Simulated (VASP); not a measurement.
# ZrAl3B3N (Pm-3m) in VASP: further runs

The runs below take ZrAl3B3N through relaxation of cell and atoms, with PBE.

Program: VASP 6.6.1. These are calculated values, not measurements. Logs are shortened: lines on timing, memory, paths and dates and some standing lists are left out, and cuts for length are marked.

## 1. The cell of the first run

Symmetry: Pm-3m, No. 221, cubic system. Conventional cell: a = 4.530 Å, b = 4.530 Å, c = 4.530 Å, α = 90.00°, β = 90.00°, γ = 90.00°. Zr (site symmetry m-3m) has 6 B at 2.27 Å within 3.0 Å. Within 3.0 Å of Al (site symmetry 4/mmm) lie 4 B at 2.27 Å and 2 N at 2.27 Å. Within 3.0 Å of B (site symmetry 4/mmm) lie 2 Zr at 2.27 Å and 4 Al at 2.27 Å. N (site symmetry m-3m) has 6 Al at 2.27 Å within 3.0 Å.

## 2. Relaxation of cell and atoms, PBE

The input, INCAR:

```
  PREC = Accurate
  ENCUT = 600
  EDIFF = 1E-7
  ISMEAR = 0
  SIGMA = 0.15
  LREAL = F
  LASPH = T
  NELM = 100
  ALGO = Normal
  ISIF = 3
  LWAVE = F
  LCHARG = F
  GGA = PE
  IBRION = 2
  NSW = 36
  EDIFFG = -0.08
```

The input, KPOINTS:

```
regular mesh
0
Gamma
  3 3 3
```

The input, POSCAR:

```
ZrAl3B3N
1.0
    4.5300000000      0.0000000000      0.0000000000
    0.0000000000      4.5300000000      0.0000000000
    0.0000000000      0.0000000000      4.5300000000
Zr Al B N
1 3 3 1
Direct
    0.0000000000      0.0000000000      0.0000000000
    0.5000000000      0.0000000000      0.5000000000
    0.5000000000      0.5000000000      0.0000000000
    0.0000000000      0.5000000000      0.5000000000
    0.5000000000      0.0000000000      0.0000000000
    0.0000000000      0.5000000000      0.0000000000
    0.0000000000      0.0000000000      0.5000000000
    0.5000000000      0.5000000000      0.5000000000
```

Potentials or basis: VASP PAW PBE potentials, release 64 (Zr_sv, Al, B, N).

On the command line:

```bash
$ cat potpaw_PBE.64/Zr_sv/POTCAR potpaw_PBE.64/Al/POTCAR potpaw_PBE.64/B/POTCAR potpaw_PBE.64/N/POTCAR > POTCAR
$ mpirun -np 1 vasp_std > vasp.out
```

OUTCAR:

```text
PREC = Accurate
   ENCUT = 600
   EDIFF = 1E-7
   ISMEAR = 0
   LREAL = F
   LASPH = T
   NELM = 100
   ISIF = 3
   GGA = PE
   IBRION = 2
   NSW = 36
   EDIFFG = -0.08

 ion  position               nearest neighbor table
   1  0.000  0.000  0.000-   5 2.27   6 2.27   7 2.27   7 2.27   6 2.27   5 2.27   2 3.20   4 3.20
                             2 3.20   3 3.20   4 3.20   3 3.20   4 3.20   2 3.20   3 3.20   4 3.20
   2  0.500  0.000  0.500-   5 2.27   7 2.27   8 2.27   5 2.27   8 2.27   7 2.27   1 3.20   3 3.20
                             1 3.20   3 3.20   4 3.20   3 3.20   3 3.20   1 3.20   4 3.20   4 3.20
   3  0.500  0.500  0.000-   5 2.27   6 2.27   8 2.27   8 2.27   5 2.27   6 2.27   2 3.20   4 3.20
                             1 3.20   1 3.20   2 3.20   2 3.20   2 3.20   1 3.20   4 3.20   4 3.20
   4  0.000  0.500  0.500-   6 2.27   7 2.27   8 2.27   6 2.27   7 2.27   8 2.27   1 3.20   3 3.20
                             1 3.20   1 3.20   2 3.20   2 3.20   1 3.20   2 3.20   3 3.20   3 3.20
   5  0.500  0.000  0.000-   1 2.27   2 2.27   3 2.27   2 2.27   3 2.27   1 2.27
   6  0.000  0.500  0.000-   1 2.27   3 2.27   4 2.27   4 2.27   1 2.27   3 2.27
   7  0.000  0.000  0.500-   1 2.27   2 2.27   4 2.27   1 2.27   4 2.27   2 2.27
   8  0.500  0.500  0.500-   2 2.27   3 2.27   4 2.27   3 2.27   2 2.27   4 2.27

  LATTYP: Found a simple cubic cell.
 ALAT       =     4.5300000000

  Lattice vectors:

 A1 = (   4.5300000000,   0.0000000000,   0.0000000000)
 A2 = (   0.0000000000,   4.5300000000,   0.0000000000)
 A3 = (   0.0000000000,   0.0000000000,   4.5300000000)

Analysis of symmetry for initial positions (statically):
=====================================================================
 Subroutine PRICEL returns:
 Original cell was already a primitive cell.

 Routine SETGRP: Setting up the symmetry group for a
 simple cubic supercell.

 Subroutine GETGRP returns: Found 48 space group operations
 (whereof 48 operations were pure point group operations)
 out of a pool of 48 trial point group operations.

The static configuration has the point symmetry O_h .

Analysis of symmetry for dynamics (positions and initial velocities):
=====================================================================
 Subroutine PRICEL returns:
 Original cell was already a primitive cell.

 Routine SETGRP: Setting up the symmetry group for a
 simple cubic supercell.

 Subroutine GETGRP returns: Found 48 space group operations
 (whereof 48 operations were pure point group operations)
 out of a pool of 48 trial point group operations.

The dynamic configuration has the point symmetry O_h .

 Subroutine INISYM returns: Found 48 space group operations
 (whereof 48 operations are pure point group operations),
 and found     1 'primitive' translations

----------------------------------------------------------------------------------------

                                     Primitive cell

  volume of cell :      92.9597

  direct lattice vectors                    reciprocal lattice vectors
     4.530000000  0.000000000  0.000000000     0.220750552  0.000000000  0.000000000
     0.000000000  4.530000000  0.000000000     0.000000000  0.220750552  0.000000000
     0.000000000  0.000000000  4.530000000     0.000000000  0.000000000  0.220750552

  length of vectors
     4.530000000  4.530000000  4.530000000     0.220750552  0.220750552  0.220750552

  position of ions in fractional coordinates (direct lattice)
     0.000000000  0.000000000  0.000000000
     0.500000000  0.000000000  0.500000000
     0.500000000  0.500000000  0.000000000
     0.000000000  0.500000000  0.500000000
     0.500000000  0.000000000  0.000000000
     0.000000000  0.500000000  0.000000000
     0.000000000  0.000000000  0.500000000
     0.500000000  0.500000000  0.500000000

  ion indices of the primitive-cell ions
   primitive index   ion index
                 1           1
                 2           2
                 3           3
                 4           4
                 5           5
                 6           6
                 7           7
                 8           8

----------------------------------------------------------------------------------------

 KPOINTS: regular mesh

Automatic generation of k-mesh.
 Grid dimensions read from file:
 generate k-points for:    3    3    3

 Generating k-lattice:

  Cartesian coordinates                     Fractional coordinates (reciprocal lattice)
     0.073583517  0.000000000  0.000000000     0.333333333  0.000000000  0.000000000
     0.000000000  0.073583517  0.000000000     0.000000000  0.333333333  0.000000000
     0.000000000  0.000000000  0.073583517     0.000000000  0.000000000  0.333333333

  Length of vectors
     0.073583517  0.073583517  0.073583517

  Shift w.r.t. Gamma in fractional coordinates (k-lattice)
     0.000000000  0.000000000  0.000000000

 Subroutine IBZKPT returns following result:
 ===========================================

 Found      4 irreducible k-points:

 Following reciprocal coordinates:
            Coordinates               Weight
  0.000000  0.000000  0.000000      1.000000
  0.333333  0.000000  0.000000      6.000000
  0.333333  0.333333  0.000000     12.000000
  0.333333  0.333333  0.333333      8.000000
   k-points           NKPTS =      4   k-points in BZ     NKDIM =      4   number of bands    NBANDS=     22
   number of dos      NEDOS =    301   number of ions     NIONS =      8
   total plane-waves  NPLWV =  46656
   dimension x,y,z NGX =    36 NGY =   36 NGZ =   36
   dimension x,y,z NGXF=    72 NGYF=   72 NGZF=   72
   ions per type =               1   3   3   1
   NGX,Y,Z   is equivalent  to a cutoff of  13.21, 13.21, 13.21 a.u.
   NGXF,Y,Z  is equivalent  to a cutoff of  26.42, 26.42, 26.42 a.u.
 SYSTEM =  unknown system
   PREC   = accura    normal or accurate (medium, high low for compatibility)
   ISTART =      0    job   : 0-new  1-cont  2-samecut
   ICHARG =      2    charge: 1-file 2-atom 10-const
   ISPIN  =      1    spin polarized calculation?
   LNONCOLLINEAR =      F non collinear calculations
   LSORBIT =      F    spin-orbit coupling
   LASPH  =      T    aspherical Exc in radial PAW
   ENCUT  =  600.0 eV  44.10 Ry    6.64 a.u.   9.05  9.05  9.05*2*pi/ulx,y,z
   NELM   =    100;   NELMIN=  2; NELMDL= -5     # of ELM steps
   EDIFF  = 0.1E-06   stopping-criterion for ELM
   LREAL  =      F    real-space projection
   EDIFFG = -.8E-01   stopping-criterion for IOM
   NSW    =     36    number of steps for IOM
   IBRION =      2    ionic relax: 0-MD 1-quasi-New 2-CG
   NFREE  =      1    steps in history (QN), initial steepest desc. (CG)
   ISIF   =      3    stress and relaxation
   ISYM   =      2    0-nonsym 1-usesym 2-fastsym
   POTIM  = 0.5000    time-step for ionic-motion
   TEBEG  =    0.0;   TEEND  =   0.0 temperature during run
   PSTRESS=    0.0 pullay stress
   NELECT =      35.0000    total number of electrons
   NUPDOWN=      -1.0000    fix difference up-down
   EMIN   =  10.00;   EMAX   =-10.00  energy-range for DOS
   EFERMI =   0.00;   METHOD = LEGACY
   ISMEAR =     0;   SIGMA  =   0.15  broadening in eV -4-tet -1-fermi 0-gaus
   EFERMI_NEDOS =   21; number of points for ismear=-14 and -15
   IALGO  =     38    algorithm
   IMIX   =      4    mixing-type and parameters
     AMIX     =   0.40;   BMIX     =  1.00
     AMIX_MAG =   1.60;   BMIX_MAG =  1.00
  volume/ion in A,a.u.               =      11.62        78.42
  Fermi-wavevector in a.u.,A,eV,Ry     =   1.182132  2.233906 19.013272  1.397436
  Thomas-Fermi vector in A             =   2.318392
   LORBIT       =      0    0 simple, 1 ext, 2 COOP (PROOUT), +10 PAW based schemes
   GGA     = PE    functional components
   LHFCALC =     F    Hartree Fock is set to
   AEXX    =    0.0000 exact exchange contribution
   IVDW    =     0    specifies the selected vdW correction
   LEPSILON=     F    determine dielectric tensor
   LRPA    =     F    only Hartree local field effects (RPA)
 conjugate gradient relaxation of ions
 non-spin polarized calculation
 Gauss-broadening in eV      SIGMA  =   0.15
  energy-cutoff  :      600.00
  volume of cell :       92.96
 maximum number of plane-waves:      3109
   NGX = 19   NGY = 19   NGZ = 19

--------------------------------------- Ionic step        1  -------------------------------------------

 number of electron      35.0000000 magnetization

 Free energy of the ion-electron system (eV)
  ---------------------------------------------------
  ext. energy  EPLUGINS =         0.00000000
  ---------------------------------------------------
  free energy    TOTEN  =       -47.04117667 eV

  energy without entropy =      -47.02425020  energy(sigma->0) =      -47.03271344

------------------------ aborting loop because EDIFF is reached ----------------------------------------

  FORCE on cell =-STRESS in cart. coord.  units (eV):
  Direction    XX          YY          ZZ          XY          YZ          ZX
  --------------------------------------------------------------------------------------
  -------------------------------------------------------------------------------------
  Total        1.1518068      1.1518068      1.1518068     -0.0000000      0.0000000      0.0000000
  in kB       19.8516049     19.8516049     19.8516049     -0.0000000      0.0000000      0.0000000
  external PRESSURE =      19.8516049 kB  Pullay stress =       0.0000000 kB
[... 69 lines left out ...]
  energy  without entropy=      -47.0274644616  energy(sigma->0) =      -47.03681042

--------------------------------------- Ionic step        3  -------------------------------------------

 number of electron      35.0000000 magnetization

 Free energy of the ion-electron system (eV)
  ---------------------------------------------------
  ext. energy  EPLUGINS =         0.00000000
  ---------------------------------------------------
  free energy    TOTEN  =       -47.04869753 eV

  energy without entropy =      -47.03075115  energy(sigma->0) =      -47.03972434

 E-fermi :   7.6134     XC(G=0): -11.2083

 val. band max:        7.3635613046   @ k =   0.3333   0.3333   0.0000
 cond. band min:       7.6787634599   @ k =   0.3333   0.0000   0.0000
 fundamental gap:      0.3152021553
 Fermi energy:         7.6133725215

 k-point     1 :       0.0000    0.0000    0.0000
  band No.  band energies     occupation
      1     -40.1454      2.00000
      2     -18.3941      2.00000
      3     -18.3941      2.00000
      4     -18.3941      2.00000
      5      -5.9104      2.00000
      6      -1.4567      2.00000
[... 124 lines left out ...]
  FREE ENERGIE OF THE ION-ELECTRON SYSTEM (eV)
  ---------------------------------------------------
  free  energy   TOTEN  =       -47.0486975272 eV

  energy  without entropy=      -47.0307511492  energy(sigma->0) =      -47.03972434

 reached required accuracy - stopping structural energy minimisation
```

Wall time 60 s (1 thread of Intel Xeon 8259CL, shared host); peak memory 0.22 GiB.

What came out:

* Free energy: -47.0487 eV
* Relaxed volume: 11.77 Å³/atom
* Relaxed cell: a = 4.550 Å, b = 4.550 Å, c = 4.550 Å, α = 90.00°, β = 90.00°, γ = 90.00°
* Space group after relaxing (to 0.1 Å): Pm-3m (No. 221)
* Energy gained by relaxing: 0.9 meV/atom
* Ionic steps: 3
* Pressure after relaxing: 0.0 GPa
* Band gap on the k mesh: zero (an odd number of electrons rules out a gap without spin polarisation)

Step by step:
```tsv
step	energy change (eV)	largest force (eV/Å)	pressure (GPa)	volume (Å³)
1	0.0000	0.0000	1.99	92.96
2	-0.0050	0.0000	-1.11	94.91
3	-0.0075	0.0000	0.00	94.19
```

Final structure:
```xyz
8
Lattice="4.5498 0.0000 0.0000 0.0000 4.5498 0.0000 0.0000 0.0000 4.5498" Properties=species:S:1:pos:R:3 pbc="T T T"
Zr    0.0000    0.0000    0.0000
Al    2.2749    0.0000    2.2749
Al    2.2749    2.2749    0.0000
Al    0.0000    2.2749    2.2749
B     2.2749    0.0000    0.0000
B     0.0000    2.2749    0.0000
B     0.0000    0.0000    2.2749
N     2.2749    2.2749    2.2749
```

Caveat: the k points lie up to 0.46 Å⁻¹ apart in the final cell, too coarse for converged energies and pressures of a metal.

## 3. Relaxation of cell and atoms, PBE

The input, INCAR:

```
SYSTEM = ZrAl3B3N
ALGO = Normal
EDIFF = 1E-6
EDIFFG = -0.08
ENCUT = 600
GGA = PE
IBRION = 2
ISIF = 3
ISMEAR = 0
LASPH = .TRUE.
LCHARG = .FALSE.
LREAL = .FALSE.
LWAVE = .FALSE.
NELM = 100
NSW = 36
PREC = Accurate
SIGMA = 0.15
```

The input, KPOINTS:

```
k-points
0
G
  3 3 3
  0 0 0
```

The input, POSCAR:

```
ZrAl3B3N
1.0
    4.5330151400      0.0000000000      0.0000000000
    0.0000000000      4.5330151400      0.0000000000
    0.0000000000      0.0000000000      4.5330151400
Zr Al B N
1 3 3 1
Direct
    0.0000000000      0.0000000000      0.0000000000
    0.5000000000      0.0000000000      0.0000000000
    0.0000000000      0.5000000000      0.0000000000
    0.0000000000      0.0000000000      0.5000000000
    0.0000000000      0.5000000000      0.5000000000
    0.5000000000      0.0000000000      0.5000000000
    0.5000000000      0.5000000000      0.0000000000
    0.5000000000      0.5000000000      0.5000000000
```

Potentials or basis: VASP PAW PBE potentials, release 64 (Zr_sv, Al, B, N).

On the command line:

```bash
$ cat potpaw_PBE.64/Zr_sv/POTCAR potpaw_PBE.64/Al/POTCAR potpaw_PBE.64/B/POTCAR potpaw_PBE.64/N/POTCAR > POTCAR
$ mpirun -np 1 vasp_std > vasp.out
```

Wall time 53 s (1 thread of Intel Xeon 8259CL, shared host); peak memory 0.22 GiB.

It converged, with:

* Free energy: -33.9389 eV
* Relaxed volume: 14.30 Å³/atom
* Relaxed cell: a = 4.854 Å, b = 4.854 Å, c = 4.854 Å, α = 90.00°, β = 90.00°, γ = 90.00°
* Space group after relaxing (to 0.1 Å): Pm-3m (No. 221)
* Energy gained by relaxing: 161.2 meV/atom
* Ionic steps: 3
* Pressure after relaxing: 0.2 GPa
* Band gap on the k mesh: zero (an odd number of electrons rules out a gap without spin polarisation)

Step by step:
```csv
step,energy change (eV),largest force (eV/Å),pressure (GPa),volume (Å³)
1,0.0000,0.0000,23.22,93.15
2,-1.2718,0.0000,-1.82,117.79
3,-1.2896,0.0000,0.21,114.37
```

Final structure:
```yaml
crystal:
  lattice:
    - [4.85398, 0.00000, 0.00000]
    - [0.00000, 4.85398, 0.00000]
    - [0.00000, 0.00000, 4.85398]
  atoms:
    - { symbol: Zr, position: [0.00000, 0.00000, 0.00000] }
    - { symbol: Al, position: [0.50000, 0.00000, 0.00000] }
    - { symbol: Al, position: [0.00000, 0.50000, 0.00000] }
    - { symbol: Al, position: [0.00000, 0.00000, 0.50000] }
    - { symbol: B, position: [0.00000, 0.50000, 0.50000] }
    - { symbol: B, position: [0.50000, 0.00000, 0.50000] }
    - { symbol: B, position: [0.50000, 0.50000, 0.00000] }
    - { symbol: N, position: [0.50000, 0.50000, 0.50000] }
```

Levels at points of the mesh, in eV from the Fermi level:
| k point | band 13 | band 14 | band 15 | band 16 | band 17 | band 18 | band 19 | band 20 | band 21 | band 22 |
| --- | --- | --- | --- | --- | --- | --- | --- | --- | --- | --- |
| (0.00, 0.00, 0.00) | -1.35 | -0.81 | -0.81 | -0.81 | -0.33 | -0.33 | -0.33 | 0.07 | 0.07 | 0.07 |

Caveat: the k points lie up to 0.43 Å⁻¹ apart in the final cell, too coarse for converged energies and pressures of a metal; the volume moved by over 15 % at a fixed basis, so the end points are rough.
